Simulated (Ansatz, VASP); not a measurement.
## Cd: VASP beside Ansatz

The input INCAR:

```
SYSTEM = Cd
PREC = Accurate
ENCUT = 520
EDIFF = 1E-6
ISMEAR = -5
SIGMA = 0.05
LREAL = .False.
LASPH = .True.
NELM = 150
ALGO = Normal
ISIF = 2
LWAVE = .False.
LCHARG = .False.
LNONCOLLINEAR = .True.
MAGMOM = 0 0 0.5
LORBIT = 11
GGA = PS
NBANDS = 23
```

Contents of KPOINTS:

```
regular mesh
0
Gamma
  10 10 10
  0 0 0
```

File POSCAR:

```
Cd
1.0
   -1.7961390464      1.7961390464      1.7961390464
    1.7961390464     -1.7961390464      1.7961390464
    1.7961390464      1.7961390464     -1.7961390464
Cd
1
Direct
    0.0000000000      0.0000000000      0.0000000000
```

File input.yaml:

```yaml
crystal:
  lattice:
    - [-1.7961390464, 1.7961390464, 1.7961390464]
    - [1.7961390464, -1.7961390464, 1.7961390464]
    - [1.7961390464, 1.7961390464, -1.7961390464]
  atoms:
    - { symbol: Cd, position: [0.0, 0.0, 0.0], spin: 0.5, spin_axis: [0.0, 0.0, 0.5] }
hamiltonian:
  xc: pbesol
  pseudopotentials: { kind: paw, accuracy: stringent, xc_functional: pbe }
magnetization:
  noncollinear: true
  spin_orbit: false
kpoints:
  mp_grid: { grid: [10, 10, 10] }
scf:
  occupations: { method: tetrahedron }
output:
  forces: true
  stress: true
```

Alike in both runs: task single point; functional PBEsol; k mesh 10 × 10 × 10; occupations tetrahedron; non-collinear spin.

|  | VASP | Ansatz |
| --- | --- | --- |
| version | VASP 6.6.1 | Ansatz 0.2.0 |
| potentials or method | VASP PAW PBE potentials, release 64 (Cd) | SSSP precision PAW |
| plane-wave cutoff (eV) | 520 | 1361 |
| valence electrons in the cell | 12 | 20 |

|  | VASP | Ansatz | Ansatz less VASP |
| --- | --- | --- | --- |
| gap on the k mesh at the Fermi level (eV) | none | none | - |
| pressure (GPa) | -3.1 | -3.3 | -0.23 |
| traceless stress, the component that is largest in VASP (GPa) | -0.39 | 0.00 | +0.394 |
| net moment per atom (μB) | 0.00 | 0.00 | 0.000 |

VASP's potentials were made for PBE, not for PBEsol. A gap of «none» marks a metal or a gap that the smearing closes. VASP's potentials hold 12 valence electrons a cell and Ansatz's 20, so a difference there can come from the potentials and not from the codes.
